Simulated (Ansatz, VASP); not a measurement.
# Two plane-wave programs on OsBr3

The input INCAR:

```
PREC = Accurate ; ENCUT = 520
EDIFF = 1E-7 ; ISMEAR = 0
SIGMA = 0.05 ; LREAL = False
LASPH = True ; NELM = 150
ALGO = Normal ; ISIF = 2
LWAVE = False ; LCHARG = False
ISPIN = 2 ; MAGMOM = 1.91 0.14 0.14 0.14
LORBIT = 11 ; LMAXMIX = 4
LDAU = True ; LDAUTYPE = 2
LDAUL = 2 -1 ; LDAUU = 2 0
LDAUJ = 0 0 ; LDAUPRINT = 1
GGA = PE ; NBANDS = 26
```

Contents of KPOINTS:

```
Automatic mesh
0
Gamma
  6 6 6
```

The input POSCAR:

```
OsBr3
1.0
    5.1360469148      0.0000000000      0.0000000000
    0.0000000000      5.1360469148      0.0000000000
    0.0000000000      0.0000000000      5.1360469148
Os Br
1 3
Direct
    0.0000000000      0.0000000000      0.0000000000
    0.5000000000      0.0000000000      0.0000000000
    0.0000000000      0.0000000000      0.5000000000
    0.0000000000      0.5000000000      0.0000000000
```

Input for Ansatz:

```yaml
crystal:
  lattice:
    - [5.1360469148, 0.0, 0.0]
    - [0.0, 5.1360469148, 0.0]
    - [0.0, 0.0, 5.1360469148]
  atoms:
    - { symbol: Os, position: [0.0, 0.0, 0.0], spin: 1.91 }
    - { symbol: Br, position: [0.5, 0.0, 0.0] }
    - { symbol: Br, position: [0.0, 0.0, 0.5] }
    - { symbol: Br, position: [0.0, 0.5, 0.0] }
basis:
  ecutwfc: 420
  ecutrho_ratio: 4
kpoints:
  mp_grid: { grid: [6, 6, 6] }
hamiltonian:
  xc: pbe
  hubbard:
    sites:
      - { species: Os, l: d, u_eff: 2.0, starting_ns: start.occupation_matrices }
    ns_hold: { iters: 6 }
scf:
  occupations: { method: gaussian, width: 0.05 }
  lower_state_search: "off"
output:
  forces: true
  stress: true
  eigenvalues: true
  populations: true
  hubbard: { sites: [{ species: Os, l: d }] }
magnetization:
  spin_polarized: true
```

Alike in both runs: task single point; functional PBE; k mesh 6 × 6 × 6; occupations gaussian, width 0.05 eV; collinear spin; Hubbard terms Os d U = 2.0 eV.

```csv
,VASP,Ansatz
version,VASP 6.6.1,Ansatz 0.2.0
potentials or method,"VASP PAW PBE potentials, release 64 (Os, Br), cutoff 520 eV","scalar-relativistic, plane waves, PAW"
valence electrons in the cell,29,37
```

Ansatz gave:

```
gap on the k mesh at the Fermi level (eV)                     : none
pressure (GPa)                                                : 0.0
net moment per atom (μB)                                      : 0.66
size of the moment on the site where the two differ most (μB) : 1.74
```

**Question.** What did VASP give for the same quantities?

**Answer.** gap on the k mesh at the Fermi level (eV): none; pressure (GPa): 1.1; net moment per atom (μB): 0.85; size of the moment on the site where the two differ most (μB): 2.95.

The net moments are unlike, so the other rows may belong to different states. Site moments also hang on the region over which each program counts them. The programs project onto different local orbitals, so the same U acts differently, and such runs can settle in different states. A gap of «none» marks a metal or a gap that the smearing closes. VASP's potentials hold 29 valence electrons a cell and Ansatz's 37, so a difference there can come from the potentials and not from the codes. Ansatz's warnings: filled band counts differ across k points, stability check not made.

Spin-orbit coupling is off throughout.
